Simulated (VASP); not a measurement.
# Ru (P2_1/m) in VASP: notebook, part 2 of 2

VASP 6.6.1. The steps go on from the part before.

### Step 3. Electric field gradients, PBE (xy shear strain of -1.5 %)

Input file INCAR:

```
SYSTEM = Ru
ALGO     = Normal         ! electronic algorithm
EDIFF    = 1E-8           ! SCF threshold, eV
ENCUT    = 520            ! plane-wave cutoff, eV
GGA      = PE             ! functional
ISIF     = 2              ! what is computed and relaxed
ISMEAR   = -1             ! smearing method
LASPH    = .True.         ! aspherical terms in the spheres
LCHARG   = .False.        ! write CHGCAR
LEFG     = .True.       
LREAL    = .False.        ! projectors in reciprocal space
LWAVE    = .False.        ! write WAVECAR
NBANDS   = 21             ! bands
NELM     = 100            ! most SCF steps
PREC     = Accurate       ! precision mode
SIGMA    = 0.03           ! smearing width, eV
```

Input file KPOINTS:

```
k-points
0
Gamma
  14 14 8
  0 0 0
```

Input file POSCAR:

```
Ru
1.0
    2.7057993342     -0.0202934950      0.0000000000
   -1.3704743493      2.3534377085      0.0000000000
    0.0000000000      0.0000000000      4.2819000000
Ru
2
Direct
    0.3333333333      0.6666666667      0.2500000000
    0.6666666667      0.3333333333      0.7500000000
```

Potentials or basis: VASP PAW PBE potentials, release 64 (Ru_pv).

Started as:

```
cat potpaw_PBE.64/Ru_pv/POTCAR > POTCAR
mpirun -np 1 vasp_std > vasp.out
```

OUTCAR:

```text
SYSTEM = Ru
   EDIFF = 1E-8
   ENCUT = 520
   GGA = PE
   ISIF = 2
   ISMEAR = -1
   LASPH = .True.
   LREAL = .False.
   NELM = 100
   PREC = Accurate

 ion  position               nearest neighbor table
   1  0.333  0.667  0.250-   2 2.64   2 2.64   2 2.65   2 2.65   2 2.66   2 2.66
   2  0.667  0.333  0.750-   1 2.64   1 2.64   1 2.65   1 2.65   1 2.66   1 2.66

  LATTYP: Found a simple monoclinic cell.
 ALAT       =     2.6882438015
 B/A-ratio  =     1.5928242809
 C/A-ratio  =     1.0065587921
 COS(beta)  =    -0.4902045493

  Lattice vectors:

 A1 = (   1.3353249849,   2.3331442135,   0.0000000000)
 A2 = (   0.0000000000,   0.0000000000,  -4.2819000000)
 A3 = (  -2.7057993342,   0.0202934950,   0.0000000000)

Analysis of symmetry for initial positions (statically):
=====================================================================
 Subroutine PRICEL returns:
 Original cell was already a primitive cell.

 Routine SETGRP: Setting up the symmetry group for a
 simple monoclinic supercell.

 Subroutine GETGRP returns: Found  4 space group operations
 (whereof  2 operations were pure point group operations)
 out of a pool of  4 trial point group operations.

The static configuration has the point symmetry S_2 .
 The point group associated with its full space group is C_2h.

Analysis of symmetry for dynamics (positions and initial velocities):
=====================================================================
 Subroutine PRICEL returns:
 Original cell was already a primitive cell.

 Routine SETGRP: Setting up the symmetry group for a
 simple monoclinic supercell.

 Subroutine GETGRP returns: Found  4 space group operations
 (whereof  2 operations were pure point group operations)
[... 153 lines left out ...]
 cond. band min:      12.8325183133   @ k =   0.1429   0.2857   0.0000
 fundamental gap:      0.0025157483
 Fermi energy:        12.8309895116

 k-point     1 :       0.0000    0.0000    0.0000
  band No.  band energies     occupation
      1     -30.8107      2.00000
      2     -29.8782      2.00000
      3     -29.8637      2.00000
      4     -29.7085      2.00000
      5     -29.6930      2.00000
      6     -29.6668      2.00000
[... 565 lines left out ...]
     20      23.2599      0.00000
     21      23.2720      0.00000

 [... further k-points ...]
[... 5 lines left out ...]
  --------------------------------------------------------------------------------------
  -------------------------------------------------------------------------------------
  Total        0.8663140      0.8617971      0.5818894      0.5088677      0.0000000      0.0000000
  in kB       51.1272029     50.8606299     34.3413315     30.0318163      0.0000000      0.0000000
  external PRESSURE =      45.4430547 kB  Pullay stress =       0.0000000 kB

 VOLUME and BASIS-vectors are now :
 -----------------------------------------------------------------------------
  energy-cutoff  :      520.00
  volume of cell :       27.15
      direct lattice vectors                 reciprocal lattice vectors
     2.705799334 -0.020293495  0.000000000     0.371197750  0.216159107  0.000000000
    -1.370474349  2.353437709  0.000000000     0.003200807  0.426774255  0.000000000
     0.000000000  0.000000000  4.281900000     0.000000000  0.000000000  0.233541185

 POSITION                                       TOTAL-FORCE (eV/Angst)
 -----------------------------------------------------------------------------------
     -0.01172      1.56219      1.07048         0.067747     -0.003255      0.000000
      1.34704      0.77095      3.21143        -0.067747      0.003255     -0.000000
 -----------------------------------------------------------------------------------
    total drift:                                0.000000     -0.000000      0.000000

  FREE ENERGIE OF THE ION-ELECTRON SYSTEM (eV)
  ---------------------------------------------------
  free  energy   TOTEN  =       -18.4562489762 eV

  energy  without entropy=      -18.4496703914  energy(sigma->0) =      -18.45295968

 Electric field gradients (V/A^2)
---------------------------------------------------------------------
 ion       V_xx      V_yy      V_zz      V_xy      V_xz      V_yz
---------------------------------------------------------------------
   1       6.262     6.730   -12.992    -1.898     0.000    -0.000
   2       6.262     6.730   -12.992    -1.898     0.000    -0.000
---------------------------------------------------------------------

 Electric field gradients after diagonalization (V/A^2)
 (convention: |V_zz| > |V_xx| > |V_yy|)
----------------------------------------------------------------------
 ion       V_xx      V_yy      V_zz     asymmetry (V_yy - V_xx)/ V_zz
----------------------------------------------------------------------
   1       8.408     4.584   -12.992       0.294
   2       8.408     4.584   -12.992       0.294
----------------------------------------------------------------------

           NMR quadrupolar parameters

 Cq : quadrupolar parameter    Cq=e*Q*V_zz/h
 eta: asymmetry parameters     (V_yy - V_xx)/ V_zz
 Q  : nuclear electric quadrupole moment in mb (millibarn)
----------------------------------------------------------------------
 ion       Cq(MHz)       eta       Q (mb)
----------------------------------------------------------------------
   1      -0.031       0.294       1.000
   2      -0.031       0.294       1.000
----------------------------------------------------------------------
```

OSZICAR:

```text
N       E                     dE             d eps       ncg     rms          rms(c)
DAV:   1     0.288085376658E+03    0.28809E+03   -0.17567E+04 21061   0.148E+03
DAV:   2    -0.139480488769E+02   -0.30203E+03   -0.29275E+03 21600   0.445E+02
DAV:   3    -0.197587422858E+02   -0.58107E+01   -0.57789E+01 24550   0.692E+01
DAV:   4    -0.198019043520E+02   -0.43162E-01   -0.43099E-01 26542   0.572E+00
DAV:   5    -0.198024372852E+02   -0.53293E-03   -0.52926E-03 23902   0.568E-01    0.178E+01
DAV:   6    -0.185401315018E+02    0.12623E+01   -0.28446E+00 24285   0.165E+01    0.480E+00
DAV:   7    -0.184640772052E+02    0.76054E-01   -0.43478E-01 24200   0.489E+00    0.104E+00
DAV:   8    -0.184567127934E+02    0.73644E-02   -0.16629E-02 22980   0.109E+00    0.358E-01
DAV:   9    -0.184562428455E+02    0.46995E-03   -0.84415E-04 23911   0.310E-01    0.341E-02
DAV:  10    -0.184562520050E+02   -0.91595E-05   -0.58115E-05 23825   0.789E-02    0.192E-02
DAV:  11    -0.184562489832E+02    0.30218E-05   -0.86056E-06 23600   0.280E-02    0.113E-03
DAV:  12    -0.184562489420E+02    0.41187E-07   -0.79206E-08 24160   0.263E-03    0.807E-04
DAV:  13    -0.184562489815E+02   -0.39427E-07   -0.13812E-09 15065   0.370E-04    0.666E-05
DAV:  14    -0.184562489702E+02    0.11251E-07   -0.12458E-10 13285   0.113E-04    0.208E-05
DAV:  15    -0.184562489762E+02   -0.59399E-08   -0.13937E-11 11920   0.389E-05
   1 F= -.18456249E+02 E0= -.18452960E+02  d E =-.657858E-02
```

stdout:

```text
POSCAR found type information on POSCAR Ru
 POSCAR found :  1 types and       2 ions
 scaLAPACK will be used
 LDA part: xc-table for (Slater+PW92), standard interpolation
 POSCAR, INCAR and KPOINTS ok, starting setup
 FFT: planning ... GRIDC
 FFT: planning ... GRID_SOFT
 FFT: planning ... GRID
 WAVECAR not read
 entering main loop
ion   1

ion   2
```

Run time: 89 s. Hardware: 1 thread of Intel Xeon 6975P-C (Granite Rapids), shared host; peak memory 0.32 GiB.

Results:

| Property | Result |
| --- | --- |
| Free energy | -18.4562 eV |
| Pressure | 4.5 GPa |
| Largest force | 0.068 eV/Å |
| Band gap on the k mesh | zero (bands 14 and 15 overlap by 3.19 eV) |
| Largest electric field gradient by atom | Ru -13.0 V/Å² |

Forces on the atoms (eV/Å):
```
Ru   0.068 -0.003  0.000
Ru  -0.068  0.003  0.000
```

Levels at points of the mesh, in eV from the Fermi level:
```csv
k point,band 10,band 11,band 12,band 13,band 14,band 15,band 16,band 17,band 18,band 19
"(0.00, 0.00, 0.00)",-2.44,-2.41,-2.02,-1.78,-1.41,-1.35,1.16,1.23,1.30,10.30
"(0.50, 0.00, 0.00)",-3.09,-2.05,-1.73,-1.43,1.47,1.89,1.90,4.14,6.24,10.43
"(0.00, 0.50, 0.00)",-3.01,-2.06,-1.78,-1.51,1.44,1.85,1.93,4.08,6.15,10.43
"(0.50, 0.50, 0.00)",-2.92,-2.07,-1.83,-1.59,1.41,1.83,1.95,4.02,6.05,10.43
"(0.00, 0.00, 0.50)",-2.87,-2.70,-2.70,-2.63,-2.63,0.52,0.52,0.60,0.60,10.43
"(0.50, 0.00, 0.50)",-4.50,-1.11,-1.11,0.49,0.49,1.72,1.72,3.48,3.48,10.42
"(0.00, 0.50, 0.50)",-4.51,-1.05,-1.05,0.46,0.46,1.69,1.69,3.41,3.41,10.41
"(0.50, 0.50, 0.50)",-4.53,-0.98,-0.98,0.43,0.43,1.67,1.67,3.34,3.34,10.39
```

Electric field gradients, principal values (V/Å²):
```
atom  least  middle  greatest (by size)
1 Ru  4.584   8.408             -12.992
2 Ru  4.584   8.408             -12.992
```

Caveat: the cell differs from its parent crystal (xy shear strain of -1.5 %); the cell stands under pressure; without QUAD_EFG the Cq values of the log hold for a quadrupole moment of 1 mb, not for the nuclei.
